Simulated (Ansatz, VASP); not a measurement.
**Cu3S: VASP beside Ansatz**

```
Cu S
1.0
     3.71361    0.00000    0.00000
     0.00000    3.71361    0.00000
     0.00000    0.00000    3.71361
Cu S
3 1
Cartesian
  0.0000 1.8568 1.8568
  1.8568 0.0000 1.8568
  1.8568 1.8568 0.0000
  0.0000 0.0000 0.0000
```

Alike in both runs: functional PBE; k mesh 4 × 4 × 4; occupations gaussian, width 0.1 eV; no spin polarisation.

Ansatz relaxed the structure, and its values are those at the end. VASP's run is a single point on that final structure, the one shown.

```csv
,VASP,Ansatz
version,VASP 6.6.1,Ansatz 0.2.0
potentials or method,"VASP PAW PBE potentials, release 64 (Cu, S), cutoff 520 eV","scalar-relativistic, plane waves, PAW"
valence electrons in the cell,39,63
```

```tsv
	VASP	Ansatz	Ansatz less VASP
gap on the k mesh at the Fermi level (eV)	none	none	-
pressure (GPa)	0.5	0.0	-0.46
```

A gap of «none» marks a metal or a gap that the smearing closes. With one functional, cell and mesh, what is left measures potentials, basis and numerics. VASP's potentials hold 39 valence electrons a cell and Ansatz's 63, so a difference there can come from the potentials and not from the codes.

The k mesh is coarse, so the values compare programs but aren't converged.
